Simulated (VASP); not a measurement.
Hf: single point with r2SCAN

The system is Hf.

```
CELL_PARAMETERS angstrom
0.00000 2.22000 2.22000
2.25885 0.00000 2.22000
2.25885 2.22000 0.00000
ATOMIC_POSITIONS crystal
Hf 0.00000 0.00000 0.00000
```

This cell differs from its parent crystal: strain +0.0175 x Voigt [1, 0, 0, 0, 0, 0].

```
Program                : VASP 6.6.1
Task                   : single point
Functional             : r2SCAN
Potentials or basis    : VASP PAW PBE potentials, release 64 (Hf_pv)
Cutoff                 : 520 eV
k mesh                 : 18 × 18 × 18
Occupations            : gaussian, width 0.15 eV
Spin                   : no spin polarisation
Dipole correction      : no
Further INCAR settings : ALGO = Normal; EDIFF = 1e-06; NBANDS = 11
```

| Property | Result |
| --- | --- |
| Pressure | 0.3 GPa |
| Band gap on the k mesh | zero (bands 5 and 6 overlap by 2.17 eV) |

Stress tensor (GPa, compression positive):
```
-0.34  0.00  0.00
 0.00  0.69  0.00
 0.00  0.00  0.69
```

Levels at points of the mesh, in eV from the Fermi level:
```tsv
k point	band 1	band 2	band 3	band 4	band 5	band 6	band 7	band 8	band 9	band 10
(0.00, 0.00, 0.00)	-31.10	-31.10	-31.10	-7.57	1.47	1.68	1.68	4.47	4.77	11.86
(0.50, 0.00, 0.00)	-31.95	-31.22	-31.20	-3.75	0.39	1.30	1.53	6.65	6.78	10.07
(0.50, 0.50, 0.00)	-31.90	-31.42	-31.39	-3.33	-2.20	2.57	6.78	7.19	7.42	10.23
(0.00, 0.50, 0.50)	-31.89	-31.38	-31.38	-3.37	-2.15	2.27	6.81	7.30	7.30	10.57
```

Run time: 3.8 min on 1 thread of Intel(R) Xeon(R) Platinum 8259CL CPU @ 2.50GHz (Skylake/Cascade Lake), with other jobs on the host, peak memory 0.24 GiB.

Caveat: the cell differs from its parent crystal (strain +0.0175 x Voigt [1, 0, 0, 0, 0, 0]); the PAW data sets were made with another functional, which shifts forces and pressure a little; spin-orbit coupling is left out, which moves the levels of the heavy elements.
